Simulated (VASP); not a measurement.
Set up this calculation in VASP 6.6.1, as the native input.

- Task: single point
- Functional: PBE
- Potentials or basis: VASP PAW PBE potentials, release 64 (Si, Ni)
- Cutoff: 520 eV
- k mesh: 12 × 12 × 8
- Occupations: gaussian, width 0.1 eV
- Spin: no spin polarisation
- Dipole correction: no
- Further INCAR settings: ALGO = Fast; EDIFF = 1e-06; NBANDS = 33

The structure of SiNi2 lies in POSCAR:

```
SiNi2
1.0
    3.9119263022      0.0000000000      0.0000000000
   -1.9559631511      3.3878275554      0.0000000000
    0.0000000000      0.0000000000      4.9914522210
Si Ni
2 4
Direct
    0.3333333333      0.6666666667      0.7500000000
    0.6666666667      0.3333333333      0.2500000000
    0.0000000000      0.0000000000      0.0000000000
    0.0000000000      0.0000000000      0.5000000000
    0.3333333333      0.6666666667      0.2500000000
    0.6666666667      0.3333333333      0.7500000000
```

One way to write it, as run:

INCAR

```
ALGO = Fast
EDIFF = 1E-6
ENCUT = 520
GGA = PE
ISIF = 2
ISMEAR = 0
LASPH = T
LCHARG = F
LREAL = F
LWAVE = F
NBANDS = 33
NELM = 80
PREC = Accurate
SIGMA = 0.1
```

KPOINTS

```
k-points
0
Gamma
  12 12 8
```

Potentials or basis: VASP PAW PBE potentials, release 64 (Si, Ni).

Command:

```bash
$ cat potpaw_PBE.64/Si/POTCAR potpaw_PBE.64/Ni/POTCAR > POTCAR
$ mpirun -np 1 vasp_std > vasp.out
```

It gave:

| Quantity | Value |
| --- | --- |
| Pressure | 0.1 GPa |
| Band gap on the k mesh | zero (bands 24 and 25 overlap by 3.20 eV) |

Run time: 2.4 min on 1 thread of Intel(R) Xeon(R) 6975P-C (Granite Rapids), with other jobs on the host, peak memory 0.29 GiB.
